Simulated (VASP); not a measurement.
# Se (Fd-3m) in VASP: single point with LDA

Aim: the single point of Se with LDA.

All numbers are computed with VASP 6.6.1; they aren't measurements. Logs are shortened: lines on timing, memory, paths and dates and some standing lists are left out, and cuts for length are marked.

## Step 1: The cell of the first run

The structure is cubic, space group Fd-3m (No. 227). Conventional cell: a = 6.251 Å, b = 6.251 Å, c = 6.251 Å, α = 90.00°, β = 90.00°, γ = 90.00°. Se (site symmetry -43m) has 4 Se at 2.71 Å within 3.6 Å.

This isn't the form of Se at room conditions, which is trigonal, of chains.

## Step 2: Single point, LDA

INCAR reads:

```
PREC = Accurate
ENCUT = 520
EDIFF = 1E-6
ISMEAR = 0
SIGMA = 0.05
LREAL = False
LASPH = True
NELM = 80
ALGO = Normal
ISIF = 2
LWAVE = False
LCHARG = False
NBANDS = 13
```

KPOINTS reads:

```
Automatic mesh
0
Gamma
  13 13 13
```

POSCAR reads:

```
Se
1.0
    0.0000000000      3.1255665700      3.1255665700
    3.1255665700      0.0000000000      3.1255665700
    3.1255665700      3.1255665700      0.0000000000
Se
2
Direct
    0.5000000000      0.5000000000      0.5000000000
    0.7500000000      0.7500000000      0.7500000000
```

Potentials or basis: VASP PAW LDA potentials, release 64 (Se).

Command:

```bash
$ cat potpaw_LDA.64/Se/POTCAR > POTCAR
$ mpirun -np 1 vasp_std > vasp.out
```

OUTCAR:

```text
PREC = Accurate
   ENCUT = 520
   EDIFF = 1E-6
   ISMEAR = 0
   LREAL = False
   LASPH = True
   NELM = 80
   ISIF = 2

 ion  position               nearest neighbor table
   1  0.500  0.500  0.500-   2 2.71   2 2.71   2 2.71   2 2.71
   2  0.750  0.750  0.750-   1 2.71   1 2.71   1 2.71   1 2.71

  LATTYP: Found a face centered cubic cell.
 ALAT       =     6.2511331400

  Lattice vectors:

 A1 = (   0.0000000000,   3.1255665700,   3.1255665700)
 A2 = (   3.1255665700,   0.0000000000,   3.1255665700)
 A3 = (   3.1255665700,   3.1255665700,   0.0000000000)

Analysis of symmetry for initial positions (statically):
=====================================================================
 Subroutine PRICEL returns:
 Original cell was already a primitive cell.

 Routine SETGRP: Setting up the symmetry group for a
 face centered cubic supercell.

 Subroutine GETGRP returns: Found 48 space group operations
 (whereof 24 operations were pure point group operations)
 out of a pool of 48 trial point group operations.

The static configuration has the point symmetry T_d .
 The point group associated with its full space group is O_h .

Analysis of symmetry for dynamics (positions and initial velocities):
=====================================================================
 Subroutine PRICEL returns:
 Original cell was already a primitive cell.

 Routine SETGRP: Setting up the symmetry group for a
 face centered cubic supercell.

 Subroutine GETGRP returns: Found 48 space group operations
 (whereof 24 operations were pure point group operations)
 out of a pool of 48 trial point group operations.

The dynamic configuration has the point symmetry T_d .
 The point group associated with its full space group is O_h .

 Subroutine INISYM returns: Found 48 space group operations
 (whereof 24 operations are pure point group operations),
 and found     1 'primitive' translations

----------------------------------------------------------------------------------------

                                     Primitive cell

  volume of cell :      61.0684

  direct lattice vectors                    reciprocal lattice vectors
     0.000000000  3.125566570  3.125566570    -0.159970997  0.159970997  0.159970997
     3.125566570  0.000000000  3.125566570     0.159970997 -0.159970997  0.159970997
     3.125566570  3.125566570  0.000000000     0.159970997  0.159970997 -0.159970997

  length of vectors
     4.420218633  4.420218633  4.420218633     0.277077894  0.277077894  0.277077894

  position of ions in fractional coordinates (direct lattice)
     0.500000000  0.500000000  0.500000000
     0.750000000  0.750000000  0.750000000

  ion indices of the primitive-cell ions
   primitive index   ion index
[... 88 lines left out ...]
   EFERMI =   0.00;   METHOD = LEGACY
   ISMEAR =     0;   SIGMA  =   0.05  broadening in eV -4-tet -1-fermi 0-gaus
   EFERMI_NEDOS =   21; number of points for ismear=-14 and -15
   IALGO  =     38    algorithm
   IMIX   =      4    mixing-type and parameters
     AMIX     =   0.40;   BMIX     =  1.00
     AMIX_MAG =   1.60;   BMIX_MAG =  1.00
  volume/ion in A,a.u.               =      30.53       206.05
  Fermi-wavevector in a.u.,A,eV,Ry     =   0.951765  1.798575 12.324933  0.905857
  Thomas-Fermi vector in A             =   2.080266
   LORBIT       =      0    0 simple, 1 ext, 2 COOP (PROOUT), +10 PAW based schemes
   GGA     = CA    functional components
   LHFCALC =     F    Hartree Fock is set to
   AEXX    =    0.0000 exact exchange contribution
   IVDW    =     0    specifies the selected vdW correction
   LEPSILON=     F    determine dielectric tensor
   LRPA    =     F    only Hartree local field effects (RPA)
 non-spin polarized calculation
 Gauss-broadening in eV      SIGMA  =   0.05
  energy-cutoff  :      520.00
  volume of cell :       61.07
 maximum number of plane-waves:      1658
 NGX is ok and might be reduce to    36
   NGX = 17   NGY = 17   NGZ = 17

 number of electron      11.9999997 magnetization

 Free energy of the ion-electron system (eV)
  ---------------------------------------------------
  ext. energy  EPLUGINS =         0.00000000
  ---------------------------------------------------
  free energy    TOTEN  =        -7.19684653 eV

  energy without entropy =       -7.19471959  energy(sigma->0) =       -7.19578306

 E-fermi :   2.2738     XC(G=0):  -8.6658

 val. band max:        2.2687890555   @ k =  -0.3846   0.2308   0.0000
 cond. band min:       2.2738910876   @ k =   0.2308   0.0000   0.0000
 fundamental gap:      0.0051020321
 Fermi energy:         2.2737948857

 k-point     1 :       0.0000    0.0000    0.0000
  band No.  band energies     occupation
      1     -13.2100      2.00000
      2      -7.8959      2.00000
      3      -1.2182      2.00000
      4      -1.2182      2.00000
      5      -1.2182      2.00000
      6       1.4792      2.00000
      7       1.4792      2.00000
      8       1.4792      2.00000
      9       6.3642      0.00000
     10       9.8877      0.00000
     11       9.8877      0.00000
     12      11.6995      0.00000
     13      11.6995      0.00000
[... 354 lines left out ...]
  band No.  band energies     occupation
      1     -12.1649      2.00000
      2      -9.8825      2.00000
      3      -2.7208      2.00000
      4      -2.1642      2.00000
      5      -0.7120      2.00000
      6       2.0297      2.00000
      7       3.0281      0.00000
      8       3.7352      0.00000
      9       8.3998      0.00000
     10       8.7158      0.00000
     11      10.5433      0.00000
     12      10.8445      0.00000
     13      12.2310      0.00000

 [... further k-points ...]

------------------------ aborting loop because EDIFF is reached ----------------------------------------

  FORCE on cell =-STRESS in cart. coord.  units (eV):
  Direction    XX          YY          ZZ          XY          YZ          ZX
  --------------------------------------------------------------------------------------
  -------------------------------------------------------------------------------------
  Total       -0.6193013     -0.6193013     -0.6193013      0.0000000     -0.0000000      0.0000000
  in kB      -16.2478645    -16.2478645    -16.2478645      0.0000000     -0.0000000      0.0000000
  external PRESSURE =     -16.2478645 kB  Pullay stress =       0.0000000 kB

 VOLUME and BASIS-vectors are now :
 -----------------------------------------------------------------------------
  energy-cutoff  :      520.00
  volume of cell :       61.07
      direct lattice vectors                 reciprocal lattice vectors
     0.000000000  3.125566570  3.125566570    -0.159970997  0.159970997  0.159970997
     3.125566570  0.000000000  3.125566570     0.159970997 -0.159970997  0.159970997
     3.125566570  3.125566570  0.000000000     0.159970997  0.159970997 -0.159970997

 POSITION                                       TOTAL-FORCE (eV/Angst)
 -----------------------------------------------------------------------------------
      3.12557      3.12557      3.12557         0.000000      0.000000      0.000000
      4.68835      4.68835      4.68835        -0.000000     -0.000000     -0.000000
 -----------------------------------------------------------------------------------
    total drift:                                0.000000      0.000000      0.000000

  FREE ENERGIE OF THE ION-ELECTRON SYSTEM (eV)
  ---------------------------------------------------
  free  energy   TOTEN  =        -7.1968465349 eV

  energy  without entropy=       -7.1947195940  energy(sigma->0) =       -7.19578306
```

OSZICAR:

```text
N       E                     dE             d eps       ncg     rms          rms(c)
DAV:   1     0.536313489995E+02    0.53631E+02   -0.48600E+03  2184   0.756E+02
DAV:   2    -0.347631446765E+01   -0.57108E+02   -0.54250E+02  2975   0.129E+02
DAV:   3    -0.717327751586E+01   -0.36970E+01   -0.36717E+01  2724   0.366E+01
DAV:   4    -0.720508442903E+01   -0.31807E-01   -0.31800E-01  2599   0.402E+00
DAV:   5    -0.720531607077E+01   -0.23164E-03   -0.23164E-03  2814   0.342E-01    0.606E+00
DAV:   6    -0.719970471609E+01    0.56114E-02   -0.17968E-03  2674   0.253E-01    0.361E+00
DAV:   7    -0.719683786513E+01    0.28669E-02   -0.36065E-03  2604   0.361E-01    0.478E-02
DAV:   8    -0.719684543980E+01   -0.75747E-05   -0.85339E-05  2639   0.597E-02    0.181E-02
DAV:   9    -0.719684656368E+01   -0.11239E-05   -0.13670E-06  2052   0.814E-03    0.589E-03
DAV:  10    -0.719684653488E+01    0.28809E-07   -0.17454E-07  1647   0.309E-03
   1 F= -.71968465E+01 E0= -.71957831E+01  d E =-.212694E-02
```

stdout:

```text
POSCAR found type information on POSCAR Se
 POSCAR found :  1 types and       2 ions
 scaLAPACK will be used
 LDA part: xc-table for (Slater(with rela. corr.)+CA(PZ))
 , standard interpolation
 POSCAR, INCAR and KPOINTS ok, starting setup
 FFT: planning ... GRIDC
 FFT: planning ... GRID_SOFT
 FFT: planning ... GRID
 WAVECAR not read
 entering main loop
```

It took 48 s on 1 thread of Intel Xeon Platinum 8259CL at 2.50GHz (Skylake/Cascade Lake), shared host; peak memory 0.19 GiB.

What came out:

| Quantity | Value |
| --- | --- |
| Free energy | -7.1968 eV |
| Pressure | -1.6 GPa |
| Band gap on the k mesh | zero (bands 6 and 7 overlap by 1.08 eV) |
